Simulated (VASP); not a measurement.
Crystal: HPbNO4.

```
H Pb N O
1.0
     4.27531   -0.00040    0.00636
    -2.08399    5.20775   -0.04907
    -2.12377   -1.86574    4.91491
H Pb N O
1 1 1 4
Cartesian
  2.2338 -1.5247 4.4769
  0.1373 4.0030 0.6652
  -2.0197 1.5311 2.4473
  2.2736 4.7756 0.1022
  -1.9905 2.6889 2.9560
  2.2225 1.4102 1.1945
  -2.0163 0.5081 3.1892
```

Base run:

```yaml
Program: VASP 6.6.1
Functional: BLYP
Potentials_or_basis: VASP PAW PBE potentials, release 64 (H, Pb_d, N, O)
Cutoff: 520 eV
k_mesh: 8 × 6 × 6
Occupations: fermi-dirac, width 0.05 eV
Spin: no spin polarisation
```

Its results: band gap on the k mesh 2.74 eV (least direct gap 3.07 eV); pressure 2.9 GPa; largest force 0.896 eV/Å.

**Question.** After a change of settings the same cell gave: band gap on the k mesh 2.83 eV (least direct gap 3.16 eV); pressure 2.5 GPa; largest force 0.604 eV/Å. Which change was it?
A. functional from BLYP to revPBE
B. functional from BLYP to PBE; k mesh from 8 × 6 × 6 to 5 × 4 × 4
C. functional from BLYP to LDA; potentials or basis from VASP PAW PBE potentials, release 64 (H, Pb_d, N, O) to VASP PAW LDA potentials, release 64 (H, Pb_d, N, O)
D. functional from BLYP to PBE; k mesh from 8 × 6 × 6 to 7 × 5 × 5

**Answer.** A.

Caveats: the PAW data sets were made with another functional, which shifts forces and pressure a little; spin-orbit coupling is left out, which moves the levels of the heavy elements.
